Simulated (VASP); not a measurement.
# PtC (zincblende type) (F-43m) in VASP: a series of runs

Runs on PtC (zincblende type). Level: PBE. Tasks: single point, relaxation of cell and atoms.

Everything below comes from runs of VASP 6.6.1. Logs are shortened: lines on timing, memory, paths and dates and some standing lists are left out, and cuts for length are marked.

**1. The cell of the first run**

The structure is cubic, space group F-43m (No. 216). The conventional cell has a = 4.719 Å, b = 4.719 Å, c = 4.719 Å, α = 90.00°, β = 90.00°, γ = 90.00°. Within 2.7 Å of Pt (site symmetry -43m) lie 4 C at 2.04 Å. C (site symmetry -43m) has 4 Pt at 2.04 Å within 2.7 Å.

**2. Single point, PBE**

INCAR

```
PREC     = Accurate       # precision mode
ENCUT    = 520            # plane-wave cutoff, eV
EDIFF    = 1E-7           # SCF threshold, eV
ISMEAR   = -1             # smearing method
SIGMA    = 0.08           # smearing width, eV
LREAL    = False          # projectors in reciprocal space
LASPH    = True           # aspherical terms in the spheres
NELM     = 100            # most SCF steps
ALGO     = Normal         # electronic algorithm
ISIF     = 2              # what is computed and relaxed
LWAVE    = False          # write WAVECAR
LCHARG   = False          # write CHGCAR
GGA      = PE             # functional
NBANDS   = 14             # bands
```

KPOINTS

```
regular mesh
0
Gamma
  13 13 13
```

POSCAR

```
PtC
1.0
    0.0000000000      2.3593898909      2.3593898909
    2.3593898909      0.0000000000      2.3593898909
    2.3593898909      2.3593898909      0.0000000000
Pt C
1 1
Direct
    0.0000000000      0.0000000000      0.0000000000
    0.2500000000      0.2500000000      0.2500000000
```

Potentials or basis: VASP PAW PBE potentials, release 64 (Pt, C).

On the command line:

```
cat potpaw_PBE.64/Pt/POTCAR potpaw_PBE.64/C/POTCAR > POTCAR
mpirun -np 1 vasp_std > vasp.out
```

OUTCAR:

```text
PREC = Accurate
   ENCUT = 520
   EDIFF = 1E-7
   ISMEAR = -1
   LREAL = False
   LASPH = True
   NELM = 100
   ISIF = 2
   GGA = PE

 ion  position               nearest neighbor table
   1  0.000  0.000  0.000-   2 2.04   2 2.04   2 2.04   2 2.04
   2  0.250  0.250  0.250-   1 2.04   1 2.04   1 2.04   1 2.04

  LATTYP: Found a face centered cubic cell.
 ALAT       =     4.7187797818

  Lattice vectors:

 A1 = (   0.0000000000,   2.3593898909,   2.3593898909)
 A2 = (   2.3593898909,   0.0000000000,   2.3593898909)
 A3 = (   2.3593898909,   2.3593898909,   0.0000000000)

Analysis of symmetry for initial positions (statically):
=====================================================================
 Subroutine PRICEL returns:
 Original cell was already a primitive cell.

 Routine SETGRP: Setting up the symmetry group for a
 face centered cubic supercell.

 Subroutine GETGRP returns: Found 24 space group operations
 (whereof 24 operations were pure point group operations)
 out of a pool of 48 trial point group operations.

The static configuration has the point symmetry T_d .

Analysis of symmetry for dynamics (positions and initial velocities):
=====================================================================
 Subroutine PRICEL returns:
 Original cell was already a primitive cell.

 Routine SETGRP: Setting up the symmetry group for a
 face centered cubic supercell.

 Subroutine GETGRP returns: Found 24 space group operations
 (whereof 24 operations were pure point group operations)
 out of a pool of 48 trial point group operations.

The dynamic configuration has the point symmetry T_d .

 Subroutine INISYM returns: Found 24 space group operations
 (whereof 24 operations are pure point group operations),
 and found     1 'primitive' translations

----------------------------------------------------------------------------------------

                                     Primitive cell

  volume of cell :      26.2681

  direct lattice vectors                    reciprocal lattice vectors
     0.000000000  2.359389891  2.359389891    -0.211919192  0.211919192  0.211919192
     2.359389891  0.000000000  2.359389891     0.211919192 -0.211919192  0.211919192
     2.359389891  2.359389891  0.000000000     0.211919192  0.211919192 -0.211919192

  length of vectors
     3.336681183  3.336681183  3.336681183     0.367054808  0.367054808  0.367054808

  position of ions in fractional coordinates (direct lattice)
     0.000000000  0.000000000  0.000000000
[... 88 lines left out ...]
   PSTRESS=    0.0 pullay stress
   NELECT =      14.0000    total number of electrons
   NUPDOWN=      -1.0000    fix difference up-down
   EMIN   =  10.00;   EMAX   =-10.00  energy-range for DOS
   EFERMI =   0.00;   METHOD = LEGACY
   ISMEAR =    -1;   SIGMA  =   0.08  broadening in eV -4-tet -1-fermi 0-gaus
   EFERMI_NEDOS =   21; number of points for ismear=-14 and -15
   IALGO  =     38    algorithm
   IMIX   =      4    mixing-type and parameters
     AMIX     =   0.40;   BMIX     =  1.00
     AMIX_MAG =   1.60;   BMIX_MAG =  1.00
  volume/ion in A,a.u.               =      13.13        88.63
  Fermi-wavevector in a.u.,A,eV,Ry     =   1.327316  2.508264 23.970320  1.761769
  Thomas-Fermi vector in A             =   2.456638
   LORBIT       =      0    0 simple, 1 ext, 2 COOP (PROOUT), +10 PAW based schemes
   GGA     = PE    functional components
   LHFCALC =     F    Hartree Fock is set to
   AEXX    =    0.0000 exact exchange contribution
   IVDW    =     0    specifies the selected vdW correction
   LEPSILON=     F    determine dielectric tensor
   LRPA    =     F    only Hartree local field effects (RPA)
 non-spin polarized calculation
  energy-cutoff  :      520.00
  volume of cell :       26.27
 maximum number of plane-waves:       725
 NGX is ok and might be reduce to    28
   NGX = 13   NGY = 13   NGZ = 13

 number of electron      13.9999999 magnetization

 Free energy of the ion-electron system (eV)
  ---------------------------------------------------
  ext. energy  EPLUGINS =         0.00000000
  ---------------------------------------------------
  free energy    TOTEN  =       -13.55600742 eV

  energy without entropy =      -13.53781041  energy(sigma->0) =      -13.54690892

 E-fermi :   8.5586     XC(G=0): -11.9422

 val. band max:        8.5459779952   @ k =  -0.4615   0.3846   0.0000
 cond. band min:       8.6396174994   @ k =   0.3846   0.1538   0.0769
 fundamental gap:      0.0936395042
 Fermi energy:         8.5586065506

 k-point     1 :       0.0000    0.0000    0.0000
  band No.  band energies     occupation
      1      -5.7180      2.00000
      2       1.2919      2.00000
      3       1.2919      2.00000
      4       1.2919      2.00000
      5       4.6684      2.00000
      6       4.6684      2.00000
      7      11.3579      0.00000
      8      13.1524      0.00000
      9      13.1524      0.00000
     10      13.1524      0.00000
     11      20.8613      0.00000
     12      20.8613      0.00000
     13      20.8613      0.00000
     14      25.5453      0.00000
[... 377 lines left out ...]
      1      -3.9738      2.00000
      2       1.3933      2.00000
      3       2.1509      2.00000
      4       2.1786      2.00000
      5       4.8662      2.00000
      6       5.1744      2.00000
      7       6.6452      2.00000
      8      10.4316      0.00000
      9      10.7128      0.00000
     10      15.2477      0.00000
     11      18.1927      0.00000
     12      20.7526      0.00000
     13      22.0922      0.00000
     14      25.6138      0.00000

 [... further k-points ...]

------------------------ aborting loop because EDIFF is reached ----------------------------------------

  FORCE on cell =-STRESS in cart. coord.  units (eV):
  Direction    XX          YY          ZZ          XY          YZ          ZX
  --------------------------------------------------------------------------------------
  -------------------------------------------------------------------------------------
  Total        0.0266886      0.0266886      0.0266886      0.0000000     -0.0000000     -0.0000000
  in kB        1.6278209      1.6278209      1.6278209      0.0000000     -0.0000000     -0.0000000
  external PRESSURE =       1.6278209 kB  Pullay stress =       0.0000000 kB

 VOLUME and BASIS-vectors are now :
 -----------------------------------------------------------------------------
  energy-cutoff  :      520.00
  volume of cell :       26.27
      direct lattice vectors                 reciprocal lattice vectors
     0.000000000  2.359389891  2.359389891    -0.211919192  0.211919192  0.211919192
     2.359389891  0.000000000  2.359389891     0.211919192 -0.211919192  0.211919192
     2.359389891  2.359389891  0.000000000     0.211919192  0.211919192 -0.211919192

 POSITION                                       TOTAL-FORCE (eV/Angst)
 -----------------------------------------------------------------------------------
      0.00000      0.00000      0.00000        -0.000000     -0.000000     -0.000000
      1.17969      1.17969      1.17969         0.000000      0.000000      0.000000
 -----------------------------------------------------------------------------------
    total drift:                                0.000000      0.000000      0.000000

  FREE ENERGIE OF THE ION-ELECTRON SYSTEM (eV)
  ---------------------------------------------------
  free  energy   TOTEN  =       -13.5560074200 eV

  energy  without entropy=      -13.5378104117  energy(sigma->0) =      -13.54690892
```

OSZICAR:

```text
N       E                     dE             d eps       ncg     rms          rms(c)
DAV:   1     0.544427678536E+02    0.54443E+02   -0.69227E+03  2416   0.914E+02
DAV:   2    -0.139561904557E+02   -0.68399E+02   -0.62622E+02  2964   0.196E+02
DAV:   3    -0.157219491203E+02   -0.17658E+01   -0.17563E+01  2748   0.311E+01
DAV:   4    -0.157315317710E+02   -0.95827E-02   -0.95822E-02  2814   0.268E+00
DAV:   5    -0.157316339793E+02   -0.10221E-03   -0.10221E-03  2838   0.276E-01    0.212E+01
DAV:   6    -0.138745728099E+02    0.18571E+01   -0.12652E+01  2358   0.276E+01    0.897E+00
DAV:   7    -0.135792623236E+02    0.29531E+00   -0.14547E+00  2388   0.103E+01    0.563E+00
DAV:   8    -0.135588889766E+02    0.20373E-01   -0.56204E-02  2652   0.179E+00    0.118E+00
DAV:   9    -0.135559643307E+02    0.29246E-02   -0.67421E-03  2832   0.663E-01    0.171E-01
DAV:  10    -0.135560022596E+02   -0.37929E-04   -0.85603E-04  2814   0.206E-01    0.379E-02
DAV:  11    -0.135560086301E+02   -0.63705E-05   -0.16684E-05  2682   0.343E-02    0.134E-02
DAV:  12    -0.135560074343E+02    0.11958E-05   -0.18272E-06  2724   0.101E-02    0.398E-03
DAV:  13    -0.135560074200E+02    0.14321E-07   -0.58079E-07  2484   0.588E-03
   1 F= -.13556007E+02 E0= -.13546909E+02  d E =-.181970E-01
```

Run time: 52 s. Hardware: 1 thread of Intel Xeon Platinum 8375C at 2.90GHz (Ice Lake), shared host; peak memory 0.18 GiB.

Results:

```
Free energy            : -13.5560 eV
Pressure               : 0.2 GPa
Band gap on the k mesh : zero (bands 7 and 8 overlap by 4.33 eV)
```

Caveat: spin-orbit coupling is left out, which moves the levels of the heavy elements.

**3. Relaxation of cell and atoms, PBE**

This run uses another cell than the first one, of 13.34 Å³/atom.

INCAR

```
  ALGO = Normal
  EDIFF = 1E-7
  EDIFFG = -0.005
  ENCUT = 600
  GGA = PE
  IBRION = 2
  ISIF = 3
  ISMEAR = -1
  LASPH = T
  LCHARG = F
  LREAL = F
  LWAVE = F
  NELM = 100
  NSW = 100
  PREC = Accurate
  SIGMA = 0.08
```

KPOINTS

```
k-points
0
Gamma
  13 13 13
```

POSCAR

```
PtC
1.0
    0.0000000000      2.3716517740      2.3716517740
    2.3716517740      0.0000000000      2.3716517740
    2.3716517740      2.3716517740      0.0000000000
Pt C
1 1
Direct
    0.0000000000      0.0000000000      0.0000000000
    0.2500000000      0.2500000000      0.2500000000
```

Potentials or basis: VASP PAW PBE potentials, release 64 (Pt, C).

On the command line:

```
cat potpaw_PBE.64/Pt/POTCAR potpaw_PBE.64/C/POTCAR > POTCAR
mpirun -np 1 vasp_std > vasp.out
```

Wall time 98 s (1 thread of Intel Xeon Platinum 8375C at 2.90GHz (Ice Lake), shared host); peak memory 0.18 GiB.

The run converged. Its results:

```yaml
Free_energy: -13.5565 eV
Relaxed_volume: 13.14 Å³/atom
Relaxed_cell: a = 3.337 Å, b = 3.337 Å, c = 3.337 Å, α = 60.00°, β = 60.00°, γ = 60.00°
Space_group_after_relaxing_to_0.1_Å: F-43m (No. 216)
Energy_gained_by_relaxing: 2.0 meV/atom
Ionic_steps: 3
Pressure_after_relaxing: 0.0 GPa
Band_gap_on_the_k_mesh: zero (bands 7 and 8 overlap by 4.32 eV)
```

The path:
```
step  energy change (eV)  largest force (eV/Å)  pressure (GPa)  volume (Å³)
   1              0.0000                0.0000           -3.16        26.68
   2              0.0060                0.0000            5.43        25.68
   3             -0.0040                0.0000           -0.01        26.28
```

Final structure:
```xyz
2
Lattice="0.0000 2.3599 2.3599 2.3599 0.0000 2.3599 2.3599 2.3599 0.0000" Properties=species:S:1:pos:R:3 pbc="T T T"
Pt    0.0000    0.0000    0.0000
C     1.1799    1.1799    1.1799
```

Levels at points of the mesh, in eV from the Fermi level:
```csv
k point,band 3,band 4,band 5,band 6,band 7,band 8,band 9,band 10,band 11
"(0.00, 0.00, 0.00)",-7.26,-7.26,-3.89,-3.89,2.80,4.59,4.59,4.59,12.30
```

Caveat: spin-orbit coupling is left out, which moves the levels of the heavy elements.
